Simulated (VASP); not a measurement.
Runs of VASP 6.6.1 on TiSi2. The structure is that of space group Cmcm (No. 63), or close to it. The cells are those of the table. 

```tsv
cell	gap on the mesh (eV)	pressure (GPa)	largest force (eV/Å)
a = 6.925, b = 6.925, c = 3.603 Å, angles 90.0, 90.0, 150.1°, 6 atoms	none	-0.3	0.16
a = 7.016, b = 7.016, c = 3.650 Å, angles 90.0, 90.0, 150.1°, 6 atoms	none	-5.2	0.04
a = 7.157, b = 7.157, c = 3.389 Å, angles 90.0, 90.0, 152.9°, 6 atoms	none	16.8	(a)
a = 6.772, b = 6.772, c = 3.546 Å, angles 90.0, 90.0, 149.9°, 6 atoms	none	8.0	0.41
a = 6.761, b = 6.761, c = 3.652 Å, angles 90.0, 90.0, 148.9°, 6 atoms	none	-0.7	0.48
a = 6.665, b = 6.665, c = 3.577 Å, angles 90.0, 90.0, 149.1°, 6 atoms	none	7.7	0.66
a = 7.208, b = 7.208, c = 3.413 Å, angles 90.0, 90.0, 152.9°, 6 atoms	none	12.7	0.52
a = 7.123, b = 7.123, c = 3.547 Å, angles 90.0, 90.0, 151.4°, 6 atoms	none	0.6	(b)
a = 7.303, b = 7.303, c = 3.547 Å, angles 90.0, 90.0, 152.1°, 6 atoms	none	-2.1	0.43
a = 7.071, b = 7.071, c = 3.611 Å, angles 90.0, 90.0, 150.7°, 6 atoms	none	-3.4	(c)
a = 7.365, b = 7.365, c = 3.554 Å, angles 90.0, 90.0, 152.3°, 6 atoms	none	-3.5	0.48
a = 7.239, b = 7.239, c = 3.516 Å, angles 90.0, 90.0, 152.1°, 6 atoms	none	1.4	0.39
```

Alike in all rows: task single point; level PBE; potentials or basis VASP PAW PBE potentials, release 64 (Ti_sv, Si); no spin polarisation; k mesh 12 × 12 × 12; cutoff (eV) 520; smearing gaussian 0.15 eV.

**Question.** Estimate the missing entries.

**Answer.** (a) 0.50; (b) 0.20; (c) 0.07.

A gap of «none» marks levels without a gap at the run's occupations.
